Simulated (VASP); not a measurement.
Runs of VASP 6.6.1 on Pb. The structure is that of space group Fm-3m (No. 225), or close to it. The cells are those of the table. 

```tsv
task	cell	cutoff (eV)	gap on the mesh (eV)	pressure (GPa)
relaxation of cell and atoms	relaxed to 1 GPa from a = 3.489 Å, angles 60.0°, 1 atom	600	none	1.0
single point	a = 3.268 Å, angles 60.0°, 1 atom	520	none	14.9
single point	a = 3.445 Å, angles 60.0°, 1 atom	520	none	1.9
single point	a = 3.408 Å, angles 60.0°, 1 atom	520	none	(a)
```

Alike in all rows: level PBEsol; potentials or basis VASP PAW PBE potentials, release 64 (Pb_d); no spin polarisation; k mesh 20 × 20 × 20; smearing fermi-dirac 0.1 eV.

Question: Estimate the missing entries.

Answer: (a) 3.9.

Caveats: the PAW data sets were made with another functional, which shifts forces and pressure a little; spin-orbit coupling is left out, which moves the levels of the heavy elements; the cell stands under pressure (at least some runs); the cell is relaxed towards a set pressure, so the run minimises the enthalpy, not the energy (at least some runs).

A k mesh can miss the band edges, and the runs leave out spin-orbit coupling on Pb.

A gap of «none» marks levels without a gap at the run's occupations.
